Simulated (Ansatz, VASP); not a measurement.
**HfWS4 in VASP and in Ansatz**

```xyz
6
Lattice="4.2940 0.0000 0.0000 -2.1470 3.7187 0.0000 0.0000 0.0000 5.9437" Properties=species:S:1:pos:R:3 pbc="T T T"
Hf    0.0000    0.0000    2.9719
W     0.0000    0.0000    0.0000
S     0.0000    2.4792    4.5252
S     0.0000    2.4792    1.4185
S     2.1470    1.2396    4.5252
S     2.1470    1.2396    1.4185
```

Change from the starting cell: species swapped into the NbVB4 type (P6/mmm, No. 191).

Alike in both runs: functional PBE; k mesh 12 × 12 × 6; occupations gaussian, width 0.1 eV; no spin polarisation.

Ansatz relaxed the structure, and its values are those at the end. VASP's run is a single point on that final structure, the one shown.

|  | VASP | Ansatz |
| --- | --- | --- |
| version | VASP 6.6.1 | Ansatz 0.2.0 |
| potentials or method | VASP PAW PBE potentials, release 64 (Hf_pv, W_sv, S), cutoff 520 eV | scalar-relativistic, plane waves, PAW |
| valence electrons in the cell | 48 | 64 |

```tsv
	VASP	Ansatz	Ansatz less VASP
gap on the k mesh at the Fermi level (eV)	none	none	-
pressure (GPa)	-0.5	0.0	+0.49
rms of the force components (eV/Å)	0.015	0.000	-0.0146
```

A gap of «none» marks a metal or a gap that the smearing closes. The functional is the same, so the differences come from potentials, cutoffs and numerics. VASP's potentials hold 48 valence electrons a cell and Ansatz's 64, so a difference there can come from the potentials and not from the codes.

Spin-orbit coupling is off throughout.
